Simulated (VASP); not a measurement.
# GaN (P6_3mc) in VASP: a series of runs, part 2 of 2

VASP 6.6.1. The steps go on from the part before.

## Step 4: Relaxation of cell and atoms, r2SCAN, target pressure 4 GPa, at which the enthalpy is minimised

POSCAR

```
GaN
1.0
    3.1831025598      0.0000000000      0.0000000000
   -1.5915512799      2.7566476796      0.0000000000
    0.0000000000      0.0000000000      5.1835786652
Ga N
2 2
Direct
    0.3333333333      0.6666666667     -0.0008903619
    0.6666666667      0.3333333333      0.4991096381
    0.3333333333      0.6666666667      0.3758903619
    0.6666666667      0.3333333333      0.8758903619
```

INCAR.step1

```
PREC = Accurate
ENCUT = 600
ISMEAR = 0
SIGMA = 0.01
LREAL = False
LASPH = True
NELM = 60
GGA = PE
ALGO = Normal
EDIFF = 1E-4
LWAVE = True
LCHARG = False
```

INCAR.step2

```
PREC = Accurate
ENCUT = 600
EDIFF = 1E-6
ISMEAR = 0
SIGMA = 0.01
LREAL = False
LASPH = True
NELM = 60
ALGO = Normal
ISIF = 3
LWAVE = False
LCHARG = False
METAGGA = R2SCAN
LMIXTAU = True
IBRION = 2
NSW = 100
EDIFFG = -0.002
PSTRESS = 40.0
ISTART = 1
```

KPOINTS

```
regular mesh
0
Gamma
  8 8 4
```

Potentials or basis: VASP PAW PBE potentials, release 64 (Ga_d, N).

Started as:

```
> cat potpaw_PBE.64/Ga_d/POTCAR potpaw_PBE.64/N/POTCAR > POTCAR
> cp INCAR.step1 INCAR
> mpirun -np 1 vasp_std > vasp.out
> cp INCAR.step2 INCAR
> mpirun -np 1 vasp_std > vasp.out
```

OUTCAR:

```text
PREC = Accurate
   ENCUT = 600
   EDIFF = 1E-6
   ISMEAR = 0
   LREAL = False
   LASPH = True
   NELM = 60
   ISIF = 3
   METAGGA = R2SCAN
   IBRION = 2
   NSW = 100
   EDIFFG = -0.002
   PSTRESS = 40.0
   ISTART = 1

 ion  position               nearest neighbor table
   1  0.333  0.667  0.999-   4 1.95   4 1.95   4 1.95   3 1.95
   2  0.667  0.333  0.499-   3 1.95   3 1.95   3 1.95   4 1.95
   3  0.333  0.667  0.376-   2 1.95   2 1.95   2 1.95   1 1.95
   4  0.667  0.333  0.876-   1 1.95   1 1.95   1 1.95   2 1.95

  LATTYP: Found a hexagonal cell.
 ALAT       =     3.1831025598
 C/A-ratio  =     1.6284673735

  Lattice vectors:

[... 196 lines left out ...]
  external PRESSURE =     -29.0409004 kB  Pullay stress =      40.0000000 kB
[... 267 lines left out ...]
--------------------------------------- Ionic step        8  -------------------------------------------

 number of electron      35.9999992 magnetization

 Free energy of the ion-electron system (eV)
  ---------------------------------------------------
  ext. energy  EPLUGINS =         0.00000000
  ---------------------------------------------------
  free energy    TOTEN  =       -43.81227565 eV

  energy without entropy =      -43.81227565  energy(sigma->0) =      -43.81227565

 E-fermi :   5.3784     XC(G=0): -12.7461

 val. band max:        5.2558139533   @ k =   0.0000   0.0000   0.0000
 cond. band min:       7.6949941534   @ k =   0.0000   0.0000   0.0000
 fundamental gap:      2.4391802001
 Fermi energy:         5.3784123276

 k-point     1 :       0.0000    0.0000    0.0000
  band No.  band energies     occupation
      1     -11.6802      2.00000
      2     -10.6313      2.00000
      3      -8.5855      2.00000
      4      -8.5696      2.00000
      5      -8.5696      2.00000
      6      -8.4982      2.00000
[... 589 lines left out ...]
     21      13.8345      0.00000
     22      13.8345      0.00000

 [... further k-points ...]
[... 5 lines left out ...]
  --------------------------------------------------------------------------------------
  -------------------------------------------------------------------------------------
  Total        1.1157955      1.1157955      1.1183288      0.0000000      0.0000000     -0.0000000
  in kB       39.8555190     39.8555190     39.9460088      0.0000000      0.0000000     -0.0000000
  external PRESSURE =      -0.1143178 kB  Pullay stress =      40.0000000 kB
[... 23 lines left out ...]
  energy  without entropy=      -43.8122756543  energy(sigma->0) =      -43.81227565

  enthalpy is  TOTEN    =       -42.6924352775 eV   P V=        1.1198403768

 reached required accuracy - stopping structural energy minimisation
```

OSZICAR.step1:

```text
N       E                     dE             d eps       ncg     rms          rms(c)
DAV:   1     0.294725791405E+03    0.29473E+03   -0.20122E+04  1382   0.333E+03
DAV:   2     0.968149863142E+01   -0.28504E+03   -0.27614E+03  1442   0.562E+02
DAV:   3    -0.268695814182E+02   -0.36551E+02   -0.36221E+02  1568   0.164E+02
DAV:   4    -0.283066765368E+02   -0.14371E+01   -0.14337E+01  1816   0.350E+01
DAV:   5    -0.283325031947E+02   -0.25827E-01   -0.25814E-01  1536   0.412E+00    0.109E+01
DAV:   6    -0.241846012573E+02    0.41479E+01   -0.15244E+01  2380   0.588E+01    0.305E+00
DAV:   7    -0.243196584418E+02   -0.13506E+00   -0.18641E+00  1410   0.122E+01    0.270E+00
DAV:   8    -0.243225269571E+02   -0.28685E-02   -0.29387E-01  2056   0.911E+00    0.879E-01
DAV:   9    -0.242986449581E+02    0.23882E-01   -0.12081E-01  2358   0.611E+00    0.329E-01
DAV:  10    -0.242996804291E+02   -0.10355E-02   -0.67892E-03  1560   0.912E-01    0.131E-01
DAV:  11    -0.242996264570E+02    0.53972E-04   -0.14358E-03  1892   0.755E-01    0.211E-02
DAV:  12    -0.242996430471E+02   -0.16590E-04   -0.16436E-04  1188   0.114E-01
   1 F= -.24299643E+02 E0= -.24299643E+02  d E =-.872676E-57
```

Run time: 5.7 min. Hardware: 1 thread of Intel Xeon 6975P-C (Granite Rapids), shared host; peak memory 0.2 GiB.

What came out:

| Property | Result |
| --- | --- |
| Free energy | -43.8123 eV |
| Relaxed volume | 11.21 Å³/atom |
| Relaxed cell | a = 3.168 Å, b = 3.168 Å, c = 5.161 Å, α = 90.00°, β = 90.00°, γ = 120.00° |
| Space group after relaxing (to 0.05 Å) | P6_3mc (No. 186) |
| Energy change on relaxing (the enthalpy is what falls) | +2.5 meV/atom |
| Ionic steps | 8 |
| Pressure after relaxing | 4.0 GPa |
| Band gap on the k mesh | 2.44 eV, direct |

The path:
| step | energy change (eV) | largest force (eV/Å) | pressure (GPa) | volume (Å³) |
| --- | --- | --- | --- | --- |
| 1 | 0.0000 | 0.0001 | 1.10 | 45.48 |
| 2 | 0.0353 | 0.0136 | 7.40 | 44.14 |
| 3 | 0.0099 | 0.0065 | 4.01 | 44.85 |
| 4 | 0.0095 | 0.0064 | 3.83 | 44.87 |
| 5 | 0.0096 | 0.0002 | 3.97 | 44.86 |
| 6 | 0.0097 | 0.0017 | 3.96 | 44.86 |
| 7 | 0.0100 | 0.0045 | 4.03 | 44.85 |
| 8 | 0.0098 | 0.0017 | 3.99 | 44.85 |

Final structure:
```
Ga N
1.0
     3.16803    0.00000    0.00000
    -1.58401    2.74359    0.00000
     0.00000    0.00000    5.16057
Ga N
2 2
Direct
  0.33333 0.66667 0.99916
  0.66667 0.33333 0.49916
  0.33333 0.66667 0.37584
  0.66667 0.33333 0.87584
```

Levels at points of the mesh, in eV from the valence-band top:
| k point | band 15 | band 16 | band 17 | band 18 | band 19 | band 20 | band 21 | band 22 |
| --- | --- | --- | --- | --- | --- | --- | --- | --- |
| (0.00, 0.00, 0.00) | -1.08 | -0.04 | 0.00 | 0.00 | 2.44 | 4.91 | 10.04 | 10.68 |
| (0.50, 0.00, 0.00) | -4.36 | -2.89 | -2.28 | -1.05 | 5.63 | 6.20 | 6.59 | 9.47 |
| (0.00, 0.00, 0.50) | -0.55 | -0.55 | -0.55 | -0.55 | 4.86 | 4.86 | 9.26 | 9.26 |
| (0.50, 0.00, 0.50) | -2.04 | -2.04 | -1.99 | -1.99 | 4.94 | 4.94 | 8.51 | 8.51 |

Caveat: the cell is relaxed towards a set pressure, so the enthalpy falls and the energy may rise; the PAW data sets were made with another functional, which shifts forces and pressure a little. r2SCAN opens gaps a little over a GGA but as a rule still falls short of measured ones.

## Step 5: Single point, r2SCAN

This run uses another cell than the first one, of 11.49 Å³/atom, 1.010 times its volume.

POSCAR

```
GaN
1.0
    3.1940996559      0.0000000000      0.0000000000
   -1.5970498280      2.7661714443      0.0000000000
    0.0000000000      0.0000000000      5.2011359954
Ga N
2 2
Direct
    0.3333333333      0.6666666667     -0.0009013798
    0.6666666667      0.3333333333      0.4990986202
    0.3333333333      0.6666666667      0.3759013798
    0.6666666667      0.3333333333      0.8759013798
```

INCAR.step1

```
SYSTEM = GaN
  PREC = Accurate
  ENCUT = 910
  ISMEAR = 0
  SIGMA = 0.01
  LREAL = .False.
  LASPH = .True.
  NELM = 120
  NBANDS = 26
  GGA = PE
  ALGO = Normal
  EDIFF = 1E-5
  LWAVE = .True.
  LCHARG = .False.
  GGA_COMPAT = .False.
```

INCAR.step2

```
SYSTEM = GaN
  PREC = Accurate
  ENCUT = 910
  EDIFF = 1E-6
  ISMEAR = 0
  SIGMA = 0.01
  LREAL = .False.
  LASPH = .True.
  NELM = 120
  ALGO = Normal
  ISIF = 2
  LWAVE = .False.
  LCHARG = .False.
  METAGGA = R2SCAN
  LMIXTAU = .True.
  NBANDS = 26
  ISTART = 1
  GGA_COMPAT = .False.
```

KPOINTS

```
regular mesh
0
Gamma
  8 8 4
  0 0 0
```

Potentials or basis: VASP PAW PBE potentials, release 64 (Ga_d, N_h).

Started as:

```
> cat potpaw_PBE.64/Ga_d/POTCAR potpaw_PBE.64/N_h/POTCAR > POTCAR
> cp INCAR.step1 INCAR
> mpirun -np 1 vasp_std > vasp.out
> cp INCAR.step2 INCAR
> mpirun -np 1 vasp_std > vasp.out
```

OUTCAR:

```text
SYSTEM = GaN
   PREC = Accurate
   ENCUT = 910
   EDIFF = 1E-6
   ISMEAR = 0
   LREAL = .False.
   LASPH = .True.
   NELM = 120
   ISIF = 2
   METAGGA = R2SCAN
   ISTART = 1

 ion  position               nearest neighbor table
   1  0.333  0.667  0.999-   4 1.95   4 1.95   4 1.95   3 1.96
   2  0.667  0.333  0.499-   3 1.95   3 1.95   3 1.95   4 1.96
   3  0.333  0.667  0.376-   2 1.95   2 1.95   2 1.95   1 1.96
   4  0.667  0.333  0.876-   1 1.95   1 1.95   1 1.95   2 1.96

  LATTYP: Found a hexagonal cell.
 ALAT       =     3.1940996559
 C/A-ratio  =     1.6283574577

  Lattice vectors:

 A1 = (   3.1940996559,   0.0000000000,   0.0000000000)
 A2 = (  -1.5970498280,   2.7661714443,   0.0000000000)
 A3 = (   0.0000000000,   0.0000000000,   5.2011359954)

Analysis of symmetry for initial positions (statically):
=====================================================================
 Subroutine PRICEL returns:
 Original cell was already a primitive cell.

 Routine SETGRP: Setting up the symmetry group for a
 hexagonal supercell.

 Subroutine GETGRP returns: Found 12 space group operations
[... 166 lines left out ...]
  ext. energy  EPLUGINS =         0.00000000
  ---------------------------------------------------
  free energy    TOTEN  =       -43.81949368 eV

  energy without entropy =      -43.81949368  energy(sigma->0) =      -43.81949368

 E-fermi :   5.3442     XC(G=0): -12.5958

 val. band max:        5.2849999762   @ k =   0.0000   0.0000   0.0000
 cond. band min:       7.5552467021   @ k =   0.0000   0.0000   0.0000
 fundamental gap:      2.2702467259
 Fermi energy:         5.3442437722

 k-point     1 :       0.0000    0.0000    0.0000
  band No.  band energies     occupation
      1     -11.4415      2.00000
      2     -10.4666      2.00000
      3      -8.5372      2.00000
      4      -8.5219      2.00000
      5      -8.5218      2.00000
      6      -8.4555      2.00000
[... 685 lines left out ...]
     25      18.1294      0.00000
     26      18.1294      0.00000

 [... further k-points ...]
[... 5 lines left out ...]
  --------------------------------------------------------------------------------------
  -------------------------------------------------------------------------------------
  Total       -0.2958330     -0.2958330     -0.3045938      0.0000000      0.0000000     -0.0000000
  in kB      -10.3141029    -10.3141029    -10.6195438      0.0000000      0.0000000     -0.0000000
  external PRESSURE =     -10.4159165 kB  Pullay stress =       0.0000000 kB

 VOLUME and BASIS-vectors are now :
 -----------------------------------------------------------------------------
  energy-cutoff  :      910.00
  volume of cell :       45.95
      direct lattice vectors                 reciprocal lattice vectors
     3.194099656  0.000000000  0.000000000     0.313077270  0.180755246  0.000000000
    -1.597049828  2.766171444  0.000000000     0.000000000  0.361510492  0.000000000
     0.000000000  0.000000000  5.201135995     0.000000000  0.000000000  0.192265690

 POSITION                                       TOTAL-FORCE (eV/Angst)
 -----------------------------------------------------------------------------------
     -0.00000      1.84411      5.19645         0.000000     -0.000000     -0.000664
      1.59705      0.92206      2.59588        -0.000000      0.000000     -0.000664
     -0.00000      1.84411      1.95511         0.000000     -0.000000      0.000664
      1.59705      0.92206      4.55568        -0.000000      0.000000      0.000664
 -----------------------------------------------------------------------------------
    total drift:                               -0.000000      0.000000     -0.004625

  FREE ENERGIE OF THE ION-ELECTRON SYSTEM (eV)
  ---------------------------------------------------
  free  energy   TOTEN  =       -43.8194936795 eV

  energy  without entropy=      -43.8194936795  energy(sigma->0) =      -43.81949368
```

OSZICAR.step1:

```text
N       E                     dE             d eps       ncg     rms          rms(c)
DAV:   1     0.357568281648E+03    0.35757E+03   -0.24168E+04  1680   0.359E+03
DAV:   2     0.314170515846E+02   -0.32615E+03   -0.30847E+03  1656   0.642E+02
DAV:   3    -0.249472718808E+02   -0.56364E+02   -0.54766E+02  1918   0.180E+02
DAV:   4    -0.282181240882E+02   -0.32709E+01   -0.32328E+01  1930   0.430E+01
DAV:   5    -0.283084376639E+02   -0.90314E-01   -0.90054E-01  1914   0.643E+00    0.108E+01
DAV:   6    -0.242561979893E+02    0.40522E+01   -0.10133E+01  2670   0.484E+01    0.273E+00
DAV:   7    -0.243425366331E+02   -0.86339E-01   -0.13344E+00  1662   0.842E+00    0.200E+00
DAV:   8    -0.243440979320E+02   -0.15613E-02   -0.16747E-01  2626   0.529E+00    0.864E-01
DAV:   9    -0.243278423256E+02    0.16256E-01   -0.66248E-02  2516   0.432E+00    0.117E-01
DAV:  10    -0.243285299549E+02   -0.68763E-03   -0.48336E-03  1938   0.785E-01    0.578E-02
DAV:  11    -0.243285292968E+02    0.65810E-06   -0.49226E-04  2048   0.301E-01    0.121E-02
DAV:  12    -0.243285396404E+02   -0.10344E-04   -0.69025E-05  1880   0.130E-01    0.144E-02
DAV:  13    -0.243285383196E+02    0.13208E-05   -0.11933E-05  1022   0.544E-02
   1 F= -.24328538E+02 E0= -.24328538E+02  d E =-.996155E-39
```

It took 2.6 min on 1 thread of Intel Xeon Platinum 8488C (Sapphire Rapids), shared host; peak memory 0.27 GiB.

Results:

```
Free energy            : -43.8195 eV
Pressure               : -1.0 GPa
Band gap on the k mesh : 2.27 eV, direct
```

Levels at points of the mesh, in eV from the valence-band top:
| k point | band 15 | band 16 | band 17 | band 18 | band 19 | band 20 | band 21 | band 22 |
| --- | --- | --- | --- | --- | --- | --- | --- | --- |
| (0.00, 0.00, 0.00) | -1.05 | -0.03 | 0.00 | 0.00 | 2.27 | 4.74 | 9.90 | 10.53 |
| (0.50, 0.00, 0.00) | -4.25 | -2.80 | -2.21 | -1.02 | 5.55 | 6.06 | 6.52 | 9.26 |
| (0.00, 0.00, 0.50) | -0.54 | -0.54 | -0.54 | -0.54 | 4.70 | 4.70 | 9.12 | 9.12 |
| (0.50, 0.00, 0.50) | -1.98 | -1.98 | -1.93 | -1.93 | 4.86 | 4.86 | 8.35 | 8.35 |

Caveat: the cutoff is under 1.25 times the usual one of these potentials, so pressure, stress and relaxed cells hold a basis-set (Pulay) error; the PAW data sets were made with another functional, which shifts forces and pressure a little. r2SCAN opens gaps a little over a GGA but as a rule still falls short of measured ones.

## Step 6: The runs side by side

```csv
task,potentials or basis,cell,cutoff (eV),second run,gap on the mesh (eV),pressure (GPa)
relaxation of cell and atoms,"VASP PAW PBE potentials, release 64 (Ga_d, N)","relaxed to -2 GPa from a = 3.183, b = 3.183, c = 5.184 Å, angles 90.0, 90.0, 120.0°, 4 atoms",600,-,2.23,-2.0
relaxation of cell and atoms,"VASP PAW PBE potentials, release 64 (Ga_d, N)","relaxed to 2 GPa from a = 3.183, b = 3.183, c = 5.184 Å, angles 90.0, 90.0, 120.0°, 4 atoms",600,-,2.37,2.0
relaxation of cell and atoms,"VASP PAW PBE potentials, release 64 (Ga_d, N)","relaxed to 4 GPa from a = 3.183, b = 3.183, c = 5.184 Å, angles 90.0, 90.0, 120.0°, 4 atoms",600,-,2.44,4.0
single point,"VASP PAW PBE potentials, release 64 (Ga_d, N_h)","a = 3.194, b = 3.194, c = 5.201 Å, angles 90.0, 90.0, 120.0°, 4 atoms",910,hard_potentials,2.27,-1.0
```

Alike in all rows: level r2SCAN; no spin polarisation; k mesh 8 × 8 × 4; smearing gaussian 0.01 eV.

Caveats: the PAW data sets were made with another functional, which shifts forces and pressure a little; the cell is relaxed towards a set pressure, so the enthalpy falls and the energy may rise (some runs); the cutoff is under 1.25 times the usual one of these potentials, so pressure, stress and relaxed cells hold a basis-set (Pulay) error (some runs).

Absolute energies hang on the potentials; compare differences alone.
